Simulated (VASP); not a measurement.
Input of a VASP 6.6.1 run:

Contents of POSCAR:

```
VW3
1.0
    0.0000000000      3.0613241401      3.0613241401
    3.0613241401      0.0000000000      3.0613241401
    3.0613241401      3.0613241401      0.0000000000
V W
1 3
Direct
    0.0000000000      0.0000000000      0.0000000000
    0.2500000000      0.2500000000      0.2500000000
    0.7500000000      0.7500000000      0.7500000000
    0.5000000000      0.5000000000      0.5000000000
```

The input INCAR.step1:

```
SYSTEM = VW3
PREC = Accurate ; ENCUT = 520
ISMEAR = -1 ; SIGMA = 0.1
LREAL = .FALSE. ; LASPH = .TRUE.
NELM = 150 ; ISPIN = 2
MAGMOM = 2 0 0 0 ; LMAXMIX = 4
NBANDS = 40 ; GGA = PE
ALGO = Normal ; EDIFF = 1E-4
LWAVE = .TRUE. ; LCHARG = .FALSE.
```

Contents of INCAR.step2:

```
SYSTEM = VW3
PREC = Accurate ; ENCUT = 520
EDIFF = 1E-7 ; ISMEAR = -1
SIGMA = 0.1 ; LREAL = .FALSE.
LASPH = .TRUE. ; NELM = 150
ALGO = Normal ; ISIF = 2
LWAVE = .FALSE. ; LCHARG = .FALSE.
ISPIN = 2 ; MAGMOM = 2 0 0 0
LORBIT = 11 ; LMAXMIX = 4
METAGGA = R2SCAN ; LMIXTAU = .TRUE.
NBANDS = 40 ; ISTART = 1
```

Contents of KPOINTS:

```
regular mesh
0
G
  7 7 7
  0 0 0
```

Potentials or basis: VASP PAW PBE potentials, release 64 (V_sv, W_sv).

Launch:

```console
$ cat potpaw_PBE.64/V_sv/POTCAR potpaw_PBE.64/W_sv/POTCAR > POTCAR
$ cp INCAR.step1 INCAR
$ mpirun -np 1 vasp_std > vasp.out
$ cp INCAR.step2 INCAR
$ mpirun -np 1 vasp_std > vasp.out
```

Question: Estimate the net moment.

Answer: 0.00 μB per cell.

Question: Predict the pressure.

Answer: 21.1 GPa.

Caveat: the cell stands under pressure; the moments typed at the start vanished in this run; the PAW data sets were made with another functional, which shifts forces and pressure a little.
